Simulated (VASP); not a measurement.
# Sb: relaxation of cell and atoms with PBE

The system is Sb.

```
CELL_PARAMETERS angstrom
3.11550 0.00000 0.00000
0.00000 3.11550 0.00000
0.00000 0.00000 3.11550
ATOMIC_POSITIONS crystal
Sb 0.00000 0.00000 0.00000
```

This isn't the form of Sb at room conditions, which is rhombohedral.

```json
{"Program": "VASP 6.6.1", "Task": "relaxation of cell and atoms", "Functional": "PBE", "Potentials or basis": "VASP PAW PBE potentials, release 64 (Sb)", "Cutoff": "600 eV", "k mesh": "13 × 13 × 13", "Occupations": "fermi-dirac, width 0.05 eV", "Spin": "no spin polarisation", "Dipole correction": "no", "Further INCAR settings": "ALGO = Normal; EDIFF = 1e-06; IBRION = 2; EDIFFG = -0.005; NSW = 60; ISIF = 3"}
```

- Relaxed volume: 29.98 Å³/atom
- Relaxed cell: a = 3.107 Å, b = 3.107 Å, c = 3.107 Å, α = 90.00°, β = 90.00°, γ = 90.00°
- Space group after relaxing (to 0.1 Å): Pm-3m (No. 221)
- Energy gained by relaxing: 0.4 meV/atom
- Ionic steps: 3
- Pressure after relaxing: 0.0 GPa
- Band gap on the k mesh: zero (an odd number of electrons rules out a gap without spin polarisation)

Step by step:
```csv
step,energy change (eV),largest force (eV/Å),pressure (GPa),volume (Å³)
1,0.0000,0.0000,-0.47,30.24
2,-0.0003,0.0000,0.25,29.86
3,-0.0004,0.0000,0.01,29.98
```

Final structure:
```cif
data_structure
_symmetry_space_group_name_H-M 'P 1'
_symmetry_Int_Tables_number 1
_cell_length_a 3.1066
_cell_length_b 3.1066
_cell_length_c 3.1066
_cell_angle_alpha 90.000
_cell_angle_beta 90.000
_cell_angle_gamma 90.000
_cell_volume 29.98
loop_
_atom_site_label
_atom_site_type_symbol
_atom_site_fract_x
_atom_site_fract_y
_atom_site_fract_z
_atom_site_occupancy
Sb1 Sb 0.00000 0.00000 0.00000 1
```

Levels at points of the mesh, in eV from the Fermi level:
```tsv
k point	band 1	band 2	band 3	band 4	band 5	band 6
(0.00, 0.00, 0.00)	-12.41	3.19	3.19	3.19	6.85	6.85
```

It took 31 s on 1 thread of AMD EPYC 7R13 (shared host), peak memory 0.14 GiB.

Caveat: spin-orbit coupling is left out, which moves the levels of the heavy elements.
